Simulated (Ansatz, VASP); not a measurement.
Two plane-wave programs on SiC

```xyz
16
Lattice="3.0930 0.0000 0.0000 -1.5465 2.6786 0.0000 0.0000 0.0000 20.2785" Properties=species:S:1:pos:R:3 pbc="T T T"
Si    0.0000    0.0000   -0.0014
Si    0.0000    1.7857    2.5359
Si    0.0000    0.0000    5.0730
Si    0.0000    1.7857    7.6049
Si    1.5465    0.8929   10.1378
Si    0.0000    1.7857   12.6695
Si    0.0000    0.0000   15.2029
Si    0.0000    1.7857   17.7399
C     0.0000    0.0000    1.9038
C     0.0000    1.7857    4.4409
C     0.0000    0.0000    6.9785
C     0.0000    1.7857    9.5050
C     1.5465    0.8929   12.0441
C     0.0000    1.7857   14.5700
C     0.0000    0.0000   17.1086
C     0.0000    1.7857   19.6452
```

Alike in both runs: functional PBE; k mesh 12 × 12 × 2; occupations gaussian, width 0.02 eV; no spin polarisation.

Ansatz relaxed the structure, and its values are those at the end. VASP's run is a single point on that final structure, the one shown.

```csv
,VASP,Ansatz
version,VASP 6.6.1,Ansatz 0.2.0
potentials or method,"VASP PAW PBE potentials, release 64 (Si, C), cutoff 520 eV","scalar-relativistic, plane waves, PAW"
valence electrons in the cell,64,64
```

|  | VASP | Ansatz | Ansatz less VASP |
| --- | --- | --- | --- |
| gap on the k mesh at the Fermi level (eV) | 2.34 | 2.34 | +0.002 |
| least direct gap on the mesh (eV) | 3.50 | 3.50 | +0.002 |
| pressure (GPa) | -0.1 | 0.0 | +0.06 |
